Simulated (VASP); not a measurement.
# Co5Ru (P-62m) in VASP: a series of runs

Runs on Co5Ru. Level: PBE. Tasks: single point.

Everything below comes from runs of VASP 6.6.1. Logs are shortened: lines on timing, memory, paths and dates and some standing lists are left out, and cuts for length are marked.

## 1. The cell of the first run

It takes space group P-62m (No. 189, hexagonal). The conventional cell has a = 4.347 Å, b = 4.347 Å, c = 4.013 Å, α = 90.00°, β = 90.00°, γ = 120.00°. Within 3.3 Å of Co (site symmetry -6) lie 9 Co at 2.48 to 2.51 Å and 3 Ru at 2.51 Å. Co (site symmetry m2m) has 2 Ru at 2.48 Å and 10 Co at 2.48 to 2.51 Å within 3.3 Å. Within 3.3 Å of Ru (site symmetry -62m) lie 12 Co at 2.48 to 2.51 Å.

## 2. Single point, PBE, collinear spin, ferromagnetic start

Input file INCAR:

```
ALGO = Normal
EDIFF = 1E-7
ENCUT = 520
GGA = PE
ISIF = 2
ISMEAR = 0
ISPIN = 2
LASPH = True
LCHARG = False
LMAXMIX = 4
LORBIT = 11
LREAL = False
LWAVE = False
MAGMOM = 3 3 3 3 3 0
NBANDS = 42
NELM = 150
PREC = Accurate
SIGMA = 0.1
```

Input file KPOINTS:

```
k-points
0
Gamma
  6 6 4
```

Input file POSCAR:

```
Co5Ru
1.0
    4.3472457800      0.0000000000      0.0000000000
   -2.1736228900      3.7648252800      0.0000000000
    0.0000000000      0.0000000000      4.0132665400
Co Ru
5 1
Direct
    0.6666666700      0.3333333300      0.0000000000
    0.3333333300      0.6666666700      0.0000000000
    0.0000000000      0.3333333300      0.5000000000
    0.6666666700      0.6666666700      0.5000000000
    0.3333333300      0.0000000000      0.5000000000
    0.0000000000      0.0000000000      0.0000000000
```

Potentials or basis: VASP PAW PBE potentials, release 64 (Co, Ru_pv).

Started as:

```sh
$ cat potpaw_PBE.64/Co/POTCAR potpaw_PBE.64/Ru_pv/POTCAR > POTCAR
$ mpirun -np 1 vasp_std > vasp.out
```

OUTCAR:

```text
EDIFF = 1E-7
   ENCUT = 520
   GGA = PE
   ISIF = 2
   ISMEAR = 0
   ISPIN = 2
   LASPH = True
   LORBIT = 11
   LREAL = False
   NELM = 150
   PREC = Accurate

 ion  position               nearest neighbor table
   1  0.667  0.333  0.000-   3 2.48   3 2.48   5 2.48   5 2.48   4 2.48   4 2.48   2 2.51   6 2.51
                             2 2.51   6 2.51   6 2.51   2 2.51
   2  0.333  0.667  0.000-   5 2.48   5 2.48   3 2.48   3 2.48   4 2.48   4 2.48   1 2.51   6 2.51
                             1 2.51   6 2.51   6 2.51   1 2.51
   3  0.000  0.333  0.500-   6 2.48   6 2.48   1 2.48   1 2.48   2 2.48   2 2.48   4 2.51   5 2.51
                             5 2.51   4 2.51   4 2.51   5 2.51
   4  0.667  0.667  0.500-   6 2.48   6 2.48   1 2.48   1 2.48   2 2.48   2 2.48   3 2.51   5 2.51
                             5 2.51   3 2.51   3 2.51   5 2.51
   5  0.333  0.000  0.500-   2 2.48   2 2.48   6 2.48   6 2.48   1 2.48   1 2.48   3 2.51   4 2.51
                             3 2.51   4 2.51   3 2.51   4 2.51
   6  0.000  0.000  0.000-   3 2.48   4 2.48   3 2.48   4 2.48   5 2.48   5 2.48   1 2.51   2 2.51
                             2 2.51   1 2.51   1 2.51   2 2.51

  LATTYP: Found a hexagonal cell.
 ALAT       =     4.3472457800
 C/A-ratio  =     0.9231745209

  Lattice vectors:

 A1 = (   4.3472457800,   0.0000000000,   0.0000000000)
 A2 = (  -2.1736228900,   3.7648252800,   0.0000000000)
 A3 = (   0.0000000000,   0.0000000000,   4.0132665400)

Analysis of symmetry for initial positions (statically):
=====================================================================
 Subroutine PRICEL returns:
 Original cell was already a primitive cell.

 Routine SETGRP: Setting up the symmetry group for a
 hexagonal supercell.

 Subroutine GETGRP returns: Found 12 space group operations
 (whereof 12 operations were pure point group operations)
 out of a pool of 24 trial point group operations.

The static configuration has the point symmetry D_3h.

Analysis of symmetry for dynamics (positions and initial velocities):
=====================================================================
 Subroutine PRICEL returns:
 Original cell was already a primitive cell.

 Routine SETGRP: Setting up the symmetry group for a
 hexagonal supercell.

 Subroutine GETGRP returns: Found 12 space group operations
 (whereof 12 operations were pure point group operations)
 out of a pool of 24 trial point group operations.

The dynamic configuration has the point symmetry D_3h.

Analysis of structural, dynamic, and magnetic symmetry:
=====================================================================
 Subroutine PRICEL returns:
 Original cell was already a primitive cell.

 Routine SETGRP: Setting up the symmetry group for a
 hexagonal supercell.

 Subroutine GETGRP returns: Found 12 space group operations
 (whereof 12 operations were pure point group operations)
 out of a pool of 24 trial point group operations.

The overall configuration has the point symmetry D_3h.

 Subroutine INISYM returns: Found 12 space group operations
 (whereof 12 operations are pure point group operations),
 and found     1 'primitive' translations

----------------------------------------------------------------------------------------

                                     Primitive cell

  volume of cell :      65.6836

  direct lattice vectors                    reciprocal lattice vectors
     4.347245780  0.000000000  0.000000000     0.230030702  0.132808288  0.000000000
    -2.173622890  3.764825280  0.000000000     0.000000000  0.265616576  0.000000000
     0.000000000  0.000000000  4.013266540     0.000000000  0.000000000  0.249173582

  length of vectors
     4.347245780  4.347245778  4.013266540     0.265616576  0.265616576  0.249173582

  position of ions in fractional coordinates (direct lattice)
     0.666666670  0.333333330  0.000000000
     0.333333330  0.666666670  0.000000000
     0.000000000  0.333333330  0.500000000
     0.666666670  0.666666670  0.500000000
     0.333333330  0.000000000  0.500000000
     0.000000000  0.000000000  0.000000000

  ion indices of the primitive-cell ions
[... 55 lines left out ...]
  0.333333  0.166667  0.500000     12.000000
  0.333333  0.333333  0.500000      2.000000
   k-points           NKPTS =     21   k-points in BZ     NKDIM =     21   number of bands    NBANDS=     42
   number of dos      NEDOS =    301   number of ions     NIONS =      6
   total plane-waves  NPLWV =  30720
   dimension x,y,z NGX =    32 NGY =   32 NGZ =   30
   dimension x,y,z NGXF=    64 NGYF=   64 NGZF=   60
   ions per type =               5   1
   NGX,Y,Z   is equivalent  to a cutoff of  12.24, 12.24, 12.43 a.u.
   NGXF,Y,Z  is equivalent  to a cutoff of  24.47, 24.47, 24.85 a.u.
 SYSTEM =  unknown system
   PREC   = accura    normal or accurate (medium, high low for compatibility)
   ISTART =      0    job   : 0-new  1-cont  2-samecut
   ICHARG =      2    charge: 1-file 2-atom 10-const
   ISPIN  =      2    spin polarized calculation?
   LNONCOLLINEAR =      F non collinear calculations
   LSORBIT =      F    spin-orbit coupling
   LASPH  =      T    aspherical Exc in radial PAW
   ENCUT  =  520.0 eV  38.22 Ry    6.18 a.u.   8.08  8.08  7.46*2*pi/ulx,y,z
   NELM   =    150;   NELMIN=  2; NELMDL= -5     # of ELM steps
   EDIFF  = 0.1E-06   stopping-criterion for ELM
   LREAL  =      F    real-space projection
   EDIFFG = 0.1E-05   stopping-criterion for IOM
   NSW    =      0    number of steps for IOM
   IBRION =     -1    ionic relax: 0-MD 1-quasi-New 2-CG
   NFREE  =      0    steps in history (QN), initial steepest desc. (CG)
   ISIF   =      2    stress and relaxation
   ISYM   =      2    0-nonsym 1-usesym 2-fastsym
   POTIM  = 0.5000    time-step for ionic-motion
   TEBEG  =    0.0;   TEEND  =   0.0 temperature during run
   PSTRESS=    0.0 pullay stress
   NELECT =      59.0000    total number of electrons
   NUPDOWN=      -1.0000    fix difference up-down
   EMIN   =  10.00;   EMAX   =-10.00  energy-range for DOS
   EFERMI =   0.00;   METHOD = LEGACY
   ISMEAR =     0;   SIGMA  =   0.10  broadening in eV -4-tet -1-fermi 0-gaus
   EFERMI_NEDOS =   21; number of points for ismear=-14 and -15
   IALGO  =     38    algorithm
   IMIX   =      4    mixing-type and parameters
     AMIX     =   0.40;   BMIX     =  1.00
     AMIX_MAG =   1.60;   BMIX_MAG =  1.00
  volume/ion in A,a.u.               =      10.95        73.88
  Fermi-wavevector in a.u.,A,eV,Ry     =   1.579573  2.984961 33.947247  2.495052
  Thomas-Fermi vector in A             =   2.679932
   LORBIT       =     11    0 simple, 1 ext, 2 COOP (PROOUT), +10 PAW based schemes
   GGA     = PE    functional components
   LHFCALC =     F    Hartree Fock is set to
   AEXX    =    0.0000 exact exchange contribution
   IVDW    =     0    specifies the selected vdW correction
   LEPSILON=     F    determine dielectric tensor
   LRPA    =     F    only Hartree local field effects (RPA)
 spin polarized calculation
 Gauss-broadening in eV      SIGMA  =   0.10
  energy-cutoff  :      520.00
  volume of cell :       65.68
 maximum number of plane-waves:      1784
   NGX = 17   NGY = 17   NGZ = 15

 number of electron      59.0000000 magnetization      15.0000000

 number of electron      58.9999991 magnetization       6.4879851

 Free energy of the ion-electron system (eV)
  ---------------------------------------------------
  ext. energy  EPLUGINS =         0.00000000
  ---------------------------------------------------
  free energy    TOTEN  =       -43.77420434 eV

  energy without entropy =      -43.72749965  energy(sigma->0) =      -43.75085200

 E-fermi :  11.2374     XC(G=0): -13.7407

 val. band max:       11.2241081670   @ k =   0.1667   0.1667   0.2500
 cond. band min:      11.2497572168   @ k =   0.3333   0.1667   0.2500
 fundamental gap:      0.0256490498
 Fermi energy:        11.2373990498

 spin component 1

 k-point     1 :       0.0000    0.0000    0.0000
  band No.  band energies     occupation
      1     -31.8151      1.00000
      2     -31.8014      1.00000
      3     -31.8014      1.00000
      4       2.3310      1.00000
      5       5.6164      1.00000
      6       6.6093      1.00000
[... 913 lines left out ...]
     40      21.5293      0.00000
     41      22.4038      0.00000
 Fermi energy:        11.2373990498

 spin component 2

 k-point     1 :       0.0000    0.0000    0.0000
  band No.  band energies     occupation
      1     -31.6764      1.00000
      2     -31.6755      1.00000
      3     -31.6755      1.00000
      4       2.3425      1.00000
      5       6.0563      1.00000
      6       7.2714      1.00000
[... 913 lines left out ...]
     40      21.7701      0.00000
     41      22.8670      0.00000
 [bands above 41 left out]

------------------------ aborting loop because EDIFF is reached ----------------------------------------

  FORCE on cell =-STRESS in cart. coord.  units (eV):
  Direction    XX          YY          ZZ          XY          YZ          ZX
  --------------------------------------------------------------------------------------
  -------------------------------------------------------------------------------------
  Total        2.5801623      2.5801623      3.3142589     -0.0000000      0.0000000      0.0000000
  in kB       62.9362085     62.9362084     80.8425474     -0.0000000      0.0000000      0.0000000
  external PRESSURE =      68.9049881 kB  Pullay stress =       0.0000000 kB

 VOLUME and BASIS-vectors are now :
 -----------------------------------------------------------------------------
  energy-cutoff  :      520.00
  volume of cell :       65.68
      direct lattice vectors                 reciprocal lattice vectors
     4.347245780  0.000000000  0.000000000     0.230030702  0.132808288  0.000000000
    -2.173622890  3.764825280  0.000000000     0.000000000  0.265616576  0.000000000
     0.000000000  0.000000000  4.013266540     0.000000000  0.000000000  0.249173582

 POSITION                                       TOTAL-FORCE (eV/Angst)
 -----------------------------------------------------------------------------------
      2.17362      1.25494      0.00000        -0.000000     -0.000000      0.000000
     -0.00000      2.50988      0.00000        -0.000000     -0.000000      0.000000
     -0.72454      1.25494      2.00663        -0.254204      0.440294     -0.000000
      1.44908      2.50988      2.00663        -0.254204     -0.440294     -0.000000
      1.44908      0.00000      2.00663         0.508408      0.000000      0.000000
      0.00000      0.00000      0.00000        -0.000000     -0.000000      0.000000
 -----------------------------------------------------------------------------------
    total drift:                                0.000001      0.000001      0.000000

  FREE ENERGIE OF THE ION-ELECTRON SYSTEM (eV)
  ---------------------------------------------------
  free  energy   TOTEN  =       -43.7742043444 eV

  energy  without entropy=      -43.7274996495  energy(sigma->0) =      -43.75085200

 total charge

# of ion       s       p       d       tot
------------------------------------------
    1        0.508   0.558   7.303   8.369
    2        0.508   0.558   7.303   8.369
    3        0.494   0.549   7.285   8.328
    4        0.494   0.549   7.285   8.328
    5        0.494   0.549   7.285   8.328
    6        0.434   6.332   5.997  12.763
--------------------------------------------------
tot          2.931   9.095  42.459  54.485

 magnetization (x)

# of ion       s       p       d       tot
------------------------------------------
    1       -0.002  -0.030   1.161   1.129
    2       -0.002  -0.030   1.161   1.129
    3       -0.011  -0.032   1.441   1.397
    4       -0.011  -0.032   1.441   1.397
    5       -0.011  -0.032   1.441   1.397
    6       -0.016  -0.030   0.154   0.109
--------------------------------------------------
tot         -0.054  -0.187   6.799   6.558
```

Wall time 4.7 min (1 thread of AMD EPYC 7R13 (Zen 3), shared host); peak memory 0.22 GiB.

Results:

```
Free energy                                           : -43.7742 eV
Pressure                                              : 6.9 GPa
Largest force                                         : 0.508 eV/Å
Net moment                                            : 6.49 μB per cell
Site moments                                          : Co +1.13, +1.40; Ru +0.11 μB
Valence electrons inside the program's atomic spheres : Co 8.37, 8.33; Ru 12.76
```

Forces in eV/Å, atoms in the order of the input:
```
Co   0.000  0.000  0.000
Co   0.000  0.000  0.000
Co  -0.254  0.440  0.000
Co  -0.254 -0.440  0.000
Co   0.508  0.000  0.000
Ru   0.000  0.000  0.000
```

Caveat: the k points lie up to 0.39 Å⁻¹ apart.

## 3. Single point, PBE, collinear spin, ferromagnetic start

This run uses another cell than the first one, of 11.34 Å³/atom, 1.036 times its volume.

Input file INCAR:

```
SYSTEM = Co5Ru
  PREC = Accurate
  ENCUT = 520
  EDIFF = 1E-6
  ISMEAR = 0
  SIGMA = 0.1
  LREAL = .False.
  LASPH = .True.
  NELM = 150
  ALGO = Normal
  ISIF = 2
  LWAVE = .False.
  LCHARG = .True.
  ISPIN = 2
  MAGMOM = 3 3 3 3 3 0
  LORBIT = 11
  LMAXMIX = 4
  GGA = PE
  LELF = .True.
  LVHAR = .True.
  NBANDS = 42
```

Input file KPOINTS:

```
regular mesh
0
Gamma
  6 6 4
  0 0 0
```

Input file POSCAR:

```
Co5Ru
1.0
    4.3883286174      0.0000000000      0.0000000000
   -2.1941643087      3.8004040628      0.0000000000
    0.0000000000      0.0000000000      4.0784679062
Co Ru
5 1
Direct
    0.6666666667      0.3333333333      0.0000000000
    0.3333333333      0.6666666667      0.0000000000
    0.0000000000      0.3420688350      0.5000000000
    0.6579311650      0.6579311650      0.5000000000
    0.3420688350      0.0000000000      0.5000000000
    0.0000000000      0.0000000000      0.0000000000
```

Potentials or basis: VASP PAW PBE potentials, release 64 (Co, Ru_pv).

Started as:

```sh
$ cat potpaw_PBE.64/Co/POTCAR potpaw_PBE.64/Ru_pv/POTCAR > POTCAR
$ mpirun -np 1 vasp_std > vasp.out
```

OUTCAR:

```text
SYSTEM = Co5Ru
   PREC = Accurate
   ENCUT = 520
   EDIFF = 1E-6
   ISMEAR = 0
   LREAL = .False.
   LASPH = .True.
   NELM = 150
   ISIF = 2
   ISPIN = 2
   LORBIT = 11
   GGA = PE

 ion  position               nearest neighbor table
   1  0.667  0.333  0.000-   3 2.50   3 2.50   5 2.50   5 2.50   4 2.50   4 2.50   2 2.53   2 2.53
                             6 2.53   6 2.53   6 2.53   2 2.53
   2  0.333  0.667  0.000-   5 2.50   5 2.50   3 2.50   3 2.50   4 2.50   4 2.50   1 2.53   6 2.53
                             1 2.53   6 2.53   6 2.53   1 2.53
   3  0.000  0.342  0.500-   1 2.50   1 2.50   2 2.50   2 2.50   5 2.50   5 2.50   4 2.50   4 2.50
                             6 2.53   6 2.53   4 2.60   5 2.60
   4  0.658  0.658  0.500-   1 2.50   1 2.50   2 2.50   2 2.50   5 2.50   5 2.50   3 2.50   3 2.50
                             6 2.53   6 2.53   3 2.60   5 2.60
   5  0.342  0.000  0.500-   2 2.50   2 2.50   1 2.50   1 2.50   4 2.50   3 2.50   3 2.50   4 2.50
                             6 2.53   6 2.53   3 2.60   4 2.60
   6  0.000  0.000  0.000-   3 2.53   4 2.53   3 2.53   4 2.53   5 2.53   5 2.53   1 2.53   2 2.53
                             2 2.53   1 2.53   1 2.53   2 2.53

  LATTYP: Found a hexagonal cell.
 ALAT       =     4.3883286174
[... 2071 lines left out ...]
  in kB       -4.7707114     -4.7707114     -6.5706957      0.0000000     -0.0000000      0.0000000
  external PRESSURE =      -5.3707062 kB  Pullay stress =       0.0000000 kB

 VOLUME and BASIS-vectors are now :
 -----------------------------------------------------------------------------
  energy-cutoff  :      520.00
  volume of cell :       68.02
      direct lattice vectors                 reciprocal lattice vectors
     4.388328617  0.000000000  0.000000000     0.227877191  0.131564958  0.000000000
    -2.194164309  3.800404063  0.000000000     0.000000000  0.263129916  0.000000000
     0.000000000  0.000000000  4.078467906     0.000000000  0.000000000  0.245190111

 POSITION                                       TOTAL-FORCE (eV/Angst)
 -----------------------------------------------------------------------------------
      2.19416      1.26680      0.00000         0.000000      0.000000      0.000000
     -0.00000      2.53360      0.00000         0.000000      0.000000      0.000000
     -0.75056      1.30000      2.03923         0.000683     -0.001184     -0.000000
      1.44361      2.50040      2.03923         0.000683      0.001184     -0.000000
      1.50111      0.00000      2.03923        -0.001367     -0.000000      0.000000
      0.00000      0.00000      0.00000         0.000000      0.000000      0.000000
 -----------------------------------------------------------------------------------
    total drift:                               -0.000000     -0.000000     -0.000000

  FREE ENERGIE OF THE ION-ELECTRON SYSTEM (eV)
  ---------------------------------------------------
  free  energy   TOTEN  =       -43.8446930461 eV

  energy  without entropy=      -43.7944277891  energy(sigma->0) =      -43.81956042

 total charge

# of ion       s       p       d       tot
------------------------------------------
    1        0.497   0.532   7.278   8.307
    2        0.497   0.532   7.278   8.307
    3        0.480   0.516   7.254   8.250
    4        0.480   0.516   7.254   8.250
    5        0.480   0.516   7.254   8.250
    6        0.411   6.300   5.973  12.684
--------------------------------------------------
tot          2.844   8.913  42.290  54.047

 magnetization (x)

# of ion       s       p       d       tot
------------------------------------------
    1       -0.002  -0.032   1.291   1.257
    2       -0.002  -0.032   1.291   1.257
    3       -0.011  -0.034   1.610   1.564
    4       -0.011  -0.034   1.610   1.564
    5       -0.011  -0.034   1.610   1.564
    6       -0.017  -0.028   0.291   0.246
--------------------------------------------------
tot         -0.055  -0.193   7.702   7.453
```

Wall time 4 min (1 thread of AMD EPYC 7R13 (Zen 3), shared host); peak memory 0.24 GiB.

What came out:

- Free energy: -43.8447 eV
- Pressure: -0.5 GPa
- Net moment: 7.36 μB per cell
- Site moments: Co +1.26, +1.56; Ru +0.25 μB
- Valence electrons inside the program's atomic spheres: Co 8.31, 8.25; Ru 12.68

Caveat: the k points lie up to 0.39 Å⁻¹ apart.
